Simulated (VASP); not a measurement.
BN:

```
B N
1.0
     2.60112    0.00000    0.00000
    -1.30056    2.25264    0.00000
     0.00000    0.00000    7.16955
B N
2 2
Direct
  0.33333 0.66667 0.25000
  0.66667 0.33333 0.75000
  0.66667 0.33333 0.25000
  0.33333 0.66667 0.75000
```

This cell differs from its parent crystal: strain +4.0%.

Base run:

| Item | Value |
| --- | --- |
| Program | VASP 6.6.1 |
| Functional | PBE |
| Potentials or basis | VASP PAW PBE potentials, release 64 (B, N) |
| Cutoff | 520 eV |
| k mesh | 12 × 12 × 4 |
| Occupations | fermi-dirac, width 0.02 eV |
| Spin | no spin polarisation |

Its results: band gap on the k mesh 4.18 eV, indirect (least direct gap 4.37 eV); pressure -19.2 GPa.

Question: The run is repeated on the same cell with these changes: functional from PBE to r2SCAN; occupations from fermi-dirac, width 0.02 eV to gaussian, width 0.01 eV. What comes out?

Answer: Band gap on the k mesh 4.76 eV, indirect (least direct gap 5.05 eV); pressure -22.7 GPa.

Caveats: this functional lacks dispersion, which binds the layers, so the pressure and a relaxed spacing across them are unreliable (some runs); the PAW data sets were made with another functional, which shifts forces and pressure a little (some runs).

A k mesh can miss the band edges.
